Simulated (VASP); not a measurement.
# TiTe3Se (Pm-3m) in VASP: notebook

Runs on TiTe3Se. Level: PBE. Tasks: relaxation of cell and atoms, single point.

All numbers are computed with VASP 6.6.1; they aren't measurements. Logs are shortened: lines on timing, memory, paths and dates and some standing lists are left out, and cuts for length are marked.

### Step 1. The cell of the first run

It takes space group Pm-3m (No. 221, cubic). The conventional cell has a = 5.799 Å, b = 5.799 Å, c = 5.799 Å, α = 90.00°, β = 90.00°, γ = 90.00°. Ti (site symmetry m-3m) has 6 Te at 2.90 Å within 3.8 Å. Within 3.8 Å of Te (site symmetry 4/mmm) lie 2 Ti at 2.90 Å. Se (site symmetry m-3m) has 12 Te at 4.10 Å and 8 Ti at 5.02 Å within 5.4 Å.

The cell was generated, and may not be a known phase.

### Step 2. Relaxation of cell and atoms, PBE, collinear spin

INCAR

```
SYSTEM = TiTe3Se
ALGO     = Normal         ! electronic algorithm
EDIFF    = 1E-6           ! SCF threshold, eV
EDIFFG   = -0.04          ! ionic threshold
ENCUT    = 600            ! plane-wave cutoff, eV
GGA      = PE             ! functional
IBRION   = 2              ! ionic algorithm
ISIF     = 3              ! what is computed and relaxed
ISMEAR   = 0              ! smearing method
ISPIN    = 2              ! spin polarisation
LASPH    = .True.         ! aspherical terms in the spheres
LCHARG   = .False.        ! write CHGCAR
LMAXMIX  = 4              ! l up to which the mixer works
LORBIT   = 11             ! projections on sites
LREAL    = .False.        ! projectors in reciprocal space
LWAVE    = .False.        ! write WAVECAR
MAGMOM   = 1 0 0 0 0      ! initial moments
NELM     = 150            ! most SCF steps
NSW      = 90             ! ionic steps
PREC     = Accurate       ! precision mode
SIGMA    = 0.1            ! smearing width, eV
```

KPOINTS

```
k-points
0
Gamma
  4 4 4
  0 0 0
```

POSCAR

```
TiTe3Se
1.0
    5.7985377000      0.0000000000      0.0000000000
    0.0000000000      5.7985377000      0.0000000000
    0.0000000000      0.0000000000      5.7985377000
Ti Te Se
1 3 1
Direct
    0.5000000000      0.5000000000      0.5000000000
    0.0000000000      0.5000000000      0.5000000000
    0.5000000000      0.0000000000      0.5000000000
    0.5000000000      0.5000000000      0.0000000000
    0.0000000000      0.0000000000      0.0000000000
```

Potentials or basis: VASP PAW PBE potentials, release 64 (Ti_sv, Te, Se).

Run with:

```bash
$ cat potpaw_PBE.64/Ti_sv/POTCAR potpaw_PBE.64/Te/POTCAR potpaw_PBE.64/Se/POTCAR > POTCAR
$ mpirun -np 1 vasp_std > vasp.out
```

OUTCAR:

```text
SYSTEM = TiTe3Se
   EDIFF = 1E-6
   EDIFFG = -0.04
   ENCUT = 600
   GGA = PE
   IBRION = 2
   ISIF = 3
   ISMEAR = 0
   ISPIN = 2
   LASPH = .True.
   LORBIT = 11
   LREAL = .False.
   NELM = 150
   NSW = 90
   PREC = Accurate

 ion  position               nearest neighbor table
   1  0.500  0.500  0.500-   2 2.90   3 2.90   4 2.90   4 2.90   3 2.90   2 2.90
   2  0.000  0.500  0.500-   1 2.90   1 2.90
   3  0.500  0.000  0.500-   1 2.90   1 2.90
   4  0.500  0.500  0.000-   1 2.90   1 2.90
   5  0.000  0.000  0.000-

  LATTYP: Found a simple cubic cell.
 ALAT       =     5.7985377000

  Lattice vectors:

 A1 = (   5.7985377000,   0.0000000000,   0.0000000000)
 A2 = (   0.0000000000,   5.7985377000,   0.0000000000)
 A3 = (   0.0000000000,   0.0000000000,   5.7985377000)

Analysis of symmetry for initial positions (statically):
=====================================================================
 Subroutine PRICEL returns:
 Original cell was already a primitive cell.

 Routine SETGRP: Setting up the symmetry group for a
 simple cubic supercell.

 Subroutine GETGRP returns: Found 48 space group operations
 (whereof 48 operations were pure point group operations)
 out of a pool of 48 trial point group operations.

The static configuration has the point symmetry O_h .

Analysis of symmetry for dynamics (positions and initial velocities):
=====================================================================
 Subroutine PRICEL returns:
 Original cell was already a primitive cell.

 Routine SETGRP: Setting up the symmetry group for a
 simple cubic supercell.

 Subroutine GETGRP returns: Found 48 space group operations
 (whereof 48 operations were pure point group operations)
 out of a pool of 48 trial point group operations.

The dynamic configuration has the point symmetry O_h .

Analysis of structural, dynamic, and magnetic symmetry:
=====================================================================
 Subroutine PRICEL returns:
 Original cell was already a primitive cell.

 Routine SETGRP: Setting up the symmetry group for a
 simple cubic supercell.

 Subroutine GETGRP returns: Found 48 space group operations
 (whereof 48 operations were pure point group operations)
 out of a pool of 48 trial point group operations.

The overall configuration has the point symmetry O_h .

 Subroutine INISYM returns: Found 48 space group operations
 (whereof 48 operations are pure point group operations),
 and found     1 'primitive' translations

----------------------------------------------------------------------------------------

                                     Primitive cell

  volume of cell :     194.9645

  direct lattice vectors                    reciprocal lattice vectors
     5.798537700  0.000000000  0.000000000     0.172457273  0.000000000  0.000000000
     0.000000000  5.798537700  0.000000000     0.000000000  0.172457273  0.000000000
     0.000000000  0.000000000  5.798537700     0.000000000  0.000000000  0.172457273

  length of vectors
     5.798537700  5.798537700  5.798537700     0.172457273  0.172457273  0.172457273

  position of ions in fractional coordinates (direct lattice)
     0.500000000  0.500000000  0.500000000
     0.000000000  0.500000000  0.500000000
     0.500000000  0.000000000  0.500000000
     0.500000000  0.500000000  0.000000000
     0.000000000  0.000000000  0.000000000

  ion indices of the primitive-cell ions
   primitive index   ion index
                 1           1
                 2           2
                 3           3
                 4           4
                 5           5

----------------------------------------------------------------------------------------

 KPOINTS: k-points

Automatic generation of k-mesh.
 Grid dimensions read from file:
 generate k-points for:    4    4    4

 Generating k-lattice:

  Cartesian coordinates                     Fractional coordinates (reciprocal lattice)
     0.043114318  0.000000000  0.000000000     0.250000000  0.000000000  0.000000000
[... 45 lines left out ...]
 spin polarized calculation
 Gauss-broadening in eV      SIGMA  =   0.10
  energy-cutoff  :      600.00
  volume of cell :      194.96
 maximum number of plane-waves:      6619
 NGX is ok and might be reduce to    48
   NGX = 23   NGY = 23   NGZ = 23

--------------------------------------- Ionic step        1  -------------------------------------------

 number of electron      36.0000011 magnetization       0.0397123

 number of electron      36.0000011 magnetization      -0.0029397

 Free energy of the ion-electron system (eV)
  ---------------------------------------------------
  ext. energy  EPLUGINS =         0.00000000
  ---------------------------------------------------
  free energy    TOTEN  =       -18.63401583 eV

  energy without entropy =      -18.59516912  energy(sigma->0) =      -18.61459248

 E-fermi :   2.3233     XC(G=0):  -8.1786

 val. band max:        2.3212979130   @ k =   0.2500   0.2500   0.2500
 cond. band min:       2.3866204218   @ k =   0.5000   0.2500   0.0000
 fundamental gap:      0.0653225088
 Fermi energy:         2.3233420637

 spin component 1

 k-point     1 :       0.0000    0.0000    0.0000
  band No.  band energies     occupation
      1     -55.5236      1.00000
      2     -31.7481      1.00000
      3     -31.7481      1.00000
      4     -31.7481      1.00000
      5      -9.0689      1.00000
      6      -8.3621      1.00000
[... 15 lines left out ...]
     22       3.0712      0.00000
     23       3.0712      0.00000
[... 568 lines left out ...]
  FREE ENERGIE OF THE ION-ELECTRON SYSTEM (eV)
  ---------------------------------------------------
  free  energy   TOTEN  =       -20.0423431683 eV

  energy  without entropy=      -20.0125033099  energy(sigma->0) =      -20.02742324

--------------------------------------- Ionic step        3  -------------------------------------------

 number of electron      35.9999999 magnetization      -0.0000108

 number of electron      35.9999999 magnetization       0.0000194

 Free energy of the ion-electron system (eV)
  ---------------------------------------------------
  ext. energy  EPLUGINS =         0.00000000
  ---------------------------------------------------
  free energy    TOTEN  =       -20.05067776 eV

  energy without entropy =      -20.02038618  energy(sigma->0) =      -20.03553197

 E-fermi :   5.0321     XC(G=0):  -9.3783

 val. band max:        4.9642270624   @ k =   0.5000   0.5000   0.5000
 cond. band min:       5.0459819815   @ k =   0.2500   0.2500   0.2500
 fundamental gap:      0.0817549191
 Fermi energy:         5.0320772242

 spin component 1

 k-point     1 :       0.0000    0.0000    0.0000
  band No.  band energies     occupation
      1     -52.1172      1.00000
      2     -28.4278      1.00000
      3     -28.4278      1.00000
      4     -28.4278      1.00000
      5      -7.5136      1.00000
      6      -5.9229      1.00000
[... 15 lines left out ...]
     22       6.3660      0.00000
     23       6.3660      0.00000
[... 517 lines left out ...]
 POSITION                                       TOTAL-FORCE (eV/Angst)
 -----------------------------------------------------------------------------------
      2.63929      2.63929      2.63929        -0.000000      0.000000      0.000000
      0.00000      2.63929      2.63929         0.000000     -0.000000      0.000000
      2.63929      0.00000      2.63929         0.000000     -0.000000      0.000000
      2.63929      2.63929      0.00000         0.000000      0.000000      0.000000
      0.00000      0.00000      0.00000         0.000000     -0.000000      0.000000
 -----------------------------------------------------------------------------------
    total drift:                                0.000000     -0.000000     -0.000000

  FREE ENERGIE OF THE ION-ELECTRON SYSTEM (eV)
  ---------------------------------------------------
  free  energy   TOTEN  =       -20.0506777568 eV

  energy  without entropy=      -20.0203861760  energy(sigma->0) =      -20.03553197

 reached required accuracy - stopping structural energy minimisation

 total charge

# of ion       s       p       d       tot
------------------------------------------
    1        2.179   6.151   2.005  10.336
    2        1.399   1.902   0.031   3.332
    3        1.399   1.902   0.031   3.332
    4        1.399   1.902   0.031   3.332
    5        1.500   2.111   0.009   3.620
--------------------------------------------------
tot          7.877  13.968   2.108  23.952

 magnetization (x)

# of ion       s       p       d       tot
------------------------------------------
    1        0.000   0.000   0.000   0.000
    2       -0.000  -0.000   0.000  -0.000
    3       -0.000  -0.000   0.000  -0.000
    4       -0.000  -0.000   0.000  -0.000
    5       -0.000   0.000  -0.000   0.000
--------------------------------------------------
tot          0.000  -0.000   0.000   0.000
```

Wall time 6.5 min (1 thread of AMD EPYC 7R13 (Zen 3), shared host); peak memory 0.44 GiB.

What came out:

| Item | Value |
| --- | --- |
| Free energy | -20.0507 eV |
| Relaxed volume | 29.42 Å³/atom |
| Relaxed cell | a = 5.279 Å, b = 5.279 Å, c = 5.279 Å, α = 90.00°, β = 90.00°, γ = 90.00° |
| Space group after relaxing (to 0.1 Å) | Pm-3m (No. 221) |
| Energy gained by relaxing | 283.3 meV/atom |
| Ionic steps | 3 |
| Pressure after relaxing | -0.1 GPa |
| Band gap on the k mesh | zero (filled and empty bands overlap) |
| Net moment | 0.00 μB per cell |
| Valence electrons inside the program's atomic spheres | Ti 10.34; Te 3.33; Se 3.62 |

The path:
```tsv
step	energy change (eV)	largest force (eV/Å)	pressure (GPa)	volume (Å³)
1	0.0000	0.0000	-7.18	194.96
2	-1.4083	0.0000	-0.88	149.70
3	-1.4167	0.0000	-0.10	147.08
```

Final structure:
```
CELL_PARAMETERS angstrom
5.27858 0.00000 0.00000
0.00000 5.27858 0.00000
0.00000 0.00000 5.27858
ATOMIC_POSITIONS crystal
Ti 0.50000 0.50000 0.50000
Te 0.00000 0.50000 0.50000
Te 0.50000 0.00000 0.50000
Te 0.50000 0.50000 0.00000
Se 0.00000 0.00000 0.00000
```

Caveat: the volume moved by over 15 % at a fixed basis, so the end points are rough; spin-orbit coupling is left out, which moves the levels of the heavy elements.

### Step 3. Single point, PBE, collinear spin

This run uses another cell than the first one, of 29.58 Å³/atom.

INCAR

```
SYSTEM = TiTe3Se
PREC     = Accurate       ! precision mode
ENCUT    = 520            ! plane-wave cutoff, eV
EDIFF    = 1E-6           ! SCF threshold, eV
ISMEAR   = 0              ! smearing method
SIGMA    = 0.1            ! smearing width, eV
LREAL    = .FALSE.        ! projectors in reciprocal space
LASPH    = .TRUE.         ! aspherical terms in the spheres
NELM     = 150            ! most SCF steps
ALGO     = Normal         ! electronic algorithm
ISIF     = 2              ! what is computed and relaxed
LWAVE    = .FALSE.        ! write WAVECAR
LCHARG   = .TRUE.         ! write CHGCAR
ISPIN    = 2              ! spin polarisation
MAGMOM   = 1 0 0 0 0      ! initial moments
LORBIT   = 11             ! projections on sites
LMAXMIX  = 4              ! l up to which the mixer works
GGA      = PE             ! functional
LELF     = .TRUE.         ! ELF
LVHAR    = .TRUE.       
NBANDS   = 30             ! bands
```

KPOINTS

```
Automatic mesh
0
G
  4 4 4
  0 0 0
```

Changes to POSCAR since step 2:

```diff
@@ -2,5 +2,5 @@
 1.0
-    5.7985377000      0.0000000000      0.0000000000
-    0.0000000000      5.7985377000      0.0000000000
-    0.0000000000      0.0000000000      5.7985377000
+    5.2884515521      0.0000000000      0.0000000000
+    0.0000000000      5.2884515521      0.0000000000
+    0.0000000000      0.0000000000      5.2884515521
 Ti Te Se
```

Potentials or basis: VASP PAW PBE potentials, release 64 (Ti_sv, Te, Se).

Run with:

```bash
$ cat potpaw_PBE.64/Ti_sv/POTCAR potpaw_PBE.64/Te/POTCAR potpaw_PBE.64/Se/POTCAR > POTCAR
$ mpirun -np 1 vasp_std > vasp.out
```

It took 1.8 min on 1 thread of AMD EPYC 7R13 (Zen 3), shared host; peak memory 0.29 GiB.

The run converged. Its results:

```
Free energy                                           : -20.0468 eV
Pressure                                              : -0.3 GPa
Band gap on the k mesh                                : zero (filled and empty bands overlap)
Net moment                                            : -0.01 μB per cell
Site moments                                          : Ti -0.02; Te +0.00; Se -0.00 μB
Valence electrons inside the program's atomic spheres : Ti 10.33; Te 3.33; Se 3.62
```

Levels at points of the mesh, in eV from the Fermi level:
Spin up:
```csv
k point,band 15,band 16,band 17,band 18,band 19,band 20
"(0.00, 0.00, 0.00)",-0.70,-0.70,-0.70,0.05,0.05,0.05
"(0.50, 0.00, 0.00)",-1.31,-1.01,-0.27,-0.27,-0.08,-0.08
"(0.50, 0.50, 0.00)",-2.26,-2.26,-1.09,0.61,0.61,0.94
"(0.50, 0.50, 0.50)",-0.06,-0.06,-0.06,1.00,1.00,1.00
```
Spin down:
```
           k point  band 13  band 14  band 15  band 16  band 17  band 18  band 19  band 20  band 21  band 22
(0.00, 0.00, 0.00)    -0.97    -0.97    -0.70    -0.70    -0.70     0.03     0.03     0.03     1.31     1.31
(0.50, 0.00, 0.00)    -2.76    -1.60    -1.31    -1.01    -0.27    -0.27    -0.07    -0.07     0.06     1.34
(0.50, 0.50, 0.00)    -2.49    -2.49    -2.27    -2.27    -1.09     0.61     0.61     0.95     1.61     1.68
(0.50, 0.50, 0.50)    -2.86    -2.86    -0.07    -0.07    -0.07     1.00     1.00     1.00     2.19     2.19
```

Caveat: spin-orbit coupling is left out, which moves the levels of the heavy elements.

### Step 4. Single point, PBE, collinear spin

INCAR

```
SYSTEM = TiTe3Se
PREC = Accurate
ENCUT = 520
EDIFF = 1E-7
ISMEAR = 0
SIGMA = 0.1
LREAL = .False.
LASPH = .True.
NELM = 150
ALGO = Normal
ISIF = 2
LWAVE = .False.
LCHARG = .False.
ISPIN = 2
MAGMOM = 1 0 0 0 0
LORBIT = 11
LMAXMIX = 4
GGA = PE
NBANDS = 30
```

KPOINTS

```
Automatic mesh
0
Gamma
  4 4 4
  0 0 0
```

Changes to POSCAR since step 3:

```diff
@@ -2,5 +2,5 @@
 1.0
-    5.2884515521      0.0000000000      0.0000000000
-    0.0000000000      5.2884515521      0.0000000000
-    0.0000000000      0.0000000000      5.2884515521
+    5.7985377000      0.0000000000      0.0000000000
+    0.0000000000      5.7985377000      0.0000000000
+    0.0000000000      0.0000000000      5.7985377000
 Ti Te Se
```

Run with:

```bash
$ cat potpaw_PBE.64/Ti_sv/POTCAR potpaw_PBE.64/Te/POTCAR potpaw_PBE.64/Se/POTCAR > POTCAR
$ mpirun -np 1 vasp_std > vasp.out
```

Wall time 4.5 min (1 thread of AMD EPYC 7R13 (Zen 3), shared host); peak memory 0.42 GiB.

The run converged. Its results:

```yaml
Free_energy: -18.6340 eV
Pressure: -7.2 GPa
Band_gap_on_the_k_mesh: zero (filled and empty bands overlap)
Net_moment: 0.00 μB per cell
Valence_electrons_inside_the_program's_atomic_spheres: Ti 10.00; Te 3.26; Se 3.58
```

Levels at points of the mesh, in eV from the Fermi level:
Spin up:
```
           k point  band 16  band 17  band 18  band 19  band 20  band 21
(0.00, 0.00, 0.00)    -0.46    -0.46     0.15     0.15     0.15     0.71
(0.50, 0.00, 0.00)    -0.60    -0.16    -0.16    -0.15    -0.15     0.16
(0.50, 0.50, 0.00)    -1.49    -0.59     0.36     0.36     0.56     0.92
(0.50, 0.50, 0.50)    -0.04    -0.04     0.58     0.58     0.58     1.43
```
Spin down:
```csv
k point,band 15,band 16,band 17,band 18,band 19,band 20,band 21,band 22
"(0.00, 0.00, 0.00)",-0.46,-0.46,-0.46,0.15,0.15,0.15,0.71,0.71
"(0.50, 0.00, 0.00)",-0.76,-0.60,-0.16,-0.16,-0.15,-0.15,0.16,0.71
"(0.50, 0.50, 0.00)",-1.49,-1.49,-0.59,0.36,0.36,0.56,0.92,1.12
"(0.50, 0.50, 0.50)",-0.04,-0.04,-0.04,0.58,0.58,0.58,1.43,1.43
```

Caveat: the cell stands under tension; spin-orbit coupling is left out, which moves the levels of the heavy elements.

### Step 5. Relaxation of cell and atoms, PBE

This run uses another cell than the first one, of 29.58 Å³/atom.

INCAR

```
PREC = Accurate
ENCUT = 600
EDIFF = 1E-6
ISMEAR = 0
SIGMA = 0.1
LREAL = False
LASPH = True
NELM = 100
ALGO = Normal
ISIF = 3
LWAVE = False
LCHARG = False
GGA = PE
IBRION = 2
NSW = 100
EDIFFG = -0.01
```

KPOINTS

```
Automatic mesh
0
Gamma
  8 8 8
```

Changes to POSCAR since step 4:

```diff
@@ -2,5 +2,5 @@
 1.0
-    5.7985377000      0.0000000000      0.0000000000
-    0.0000000000      5.7985377000      0.0000000000
-    0.0000000000      0.0000000000      5.7985377000
+    5.2884515521      0.0000000000      0.0000000000
+    0.0000000000      5.2884515521      0.0000000000
+    0.0000000000      0.0000000000      5.2884515521
 Ti Te Se
```

Run with:

```bash
$ cat potpaw_PBE.64/Ti_sv/POTCAR potpaw_PBE.64/Te/POTCAR potpaw_PBE.64/Se/POTCAR > POTCAR
$ mpirun -np 1 vasp_std > vasp.out
```

It took 4.7 min on 1 thread of AMD EPYC 7R13 (Zen 3), shared host; peak memory 0.35 GiB.

It converged, with:

* Free energy: -20.1287 eV
* Relaxed volume: 29.26 Å³/atom
* Relaxed cell: a = 5.269 Å, b = 5.269 Å, c = 5.269 Å, α = 90.00°, β = 90.00°, γ = 90.00°
* Space group after relaxing (to 0.1 Å): Pm-3m (No. 221)
* Energy gained by relaxing: 0.5 meV/atom
* Ionic steps: 3
* Pressure after relaxing: 0.0 GPa
* Band gap on the k mesh: zero (bands 18 and 19 overlap by 1.26 eV)

Step by step:
| step | energy change (eV) | largest force (eV/Å) | pressure (GPa) | volume (Å³) |
| --- | --- | --- | --- | --- |
| 1 | 0.0000 | 0.0000 | -0.53 | 147.91 |
| 2 | -0.0025 | 0.0000 | 0.16 | 145.84 |
| 3 | -0.0027 | 0.0000 | 0.01 | 146.28 |

Final structure:
```cif
data_structure
_symmetry_space_group_name_H-M 'P 1'
_symmetry_Int_Tables_number 1
_cell_length_a 5.2691
_cell_length_b 5.2691
_cell_length_c 5.2691
_cell_angle_alpha 90.000
_cell_angle_beta 90.000
_cell_angle_gamma 90.000
_cell_volume 146.28
loop_
_atom_site_label
_atom_site_type_symbol
_atom_site_fract_x
_atom_site_fract_y
_atom_site_fract_z
_atom_site_occupancy
Ti1 Ti 0.50000 0.50000 0.50000 1
Te1 Te 0.00000 0.50000 0.50000 1
Te2 Te 0.50000 0.00000 0.50000 1
Te3 Te 0.50000 0.50000 0.00000 1
Se1 Se 0.00000 0.00000 0.00000 1
```

Levels at points of the mesh, in eV from the Fermi level:
```tsv
k point	band 14	band 15	band 16	band 17	band 18	band 19	band 20	band 21
(0.00, 0.00, 0.00)	-0.99	-0.73	-0.73	-0.73	0.02	0.02	0.02	1.33
(0.50, 0.00, 0.00)	-1.62	-1.35	-1.04	-0.29	-0.29	-0.08	-0.08	0.06
(0.50, 0.50, 0.00)	-2.54	-2.32	-2.32	-1.13	0.61	0.61	0.95	1.63
(0.50, 0.50, 0.50)	-2.90	-0.08	-0.08	-0.08	1.00	1.00	1.00	2.22
```

Caveat: spin-orbit coupling is left out, which moves the levels of the heavy elements.

### Step 6. Overview

```csv
task,spin,cell,k mesh,cutoff (eV),gap on the mesh (eV),pressure (GPa),moment (μB),relaxed volume (Å³/atom)
relaxation of cell and atoms,collinear,"relaxed from a = 5.799 Å, 5 atoms",4 × 4 × 4,600,none,-0.1,0.00,29.42
single point,collinear,"a = 5.288 Å, 5 atoms",4 × 4 × 4,520,none,-0.3,0.01,-
single point,collinear,"a = 5.799 Å, 5 atoms",4 × 4 × 4,520,none,-7.2,0.00,-
relaxation of cell and atoms,off,"relaxed from a = 5.288 Å, 5 atoms",8 × 8 × 8,600,none,0.0,-,29.26
```

Alike in all rows: level PBE; potentials or basis VASP PAW PBE potentials, release 64 (Ti_sv, Te, Se); smearing gaussian 0.1 eV.

Caveats: spin-orbit coupling is left out, which moves the levels of the heavy elements; the volume moved by over 15 % at a fixed basis, so the end points are rough (at least some runs); the cell stands under tension (at least some runs).

Absolute energies hang on the potentials; compare differences alone.

The gap in the log of VASP goes by the Fermi energy; the results here count the filled bands.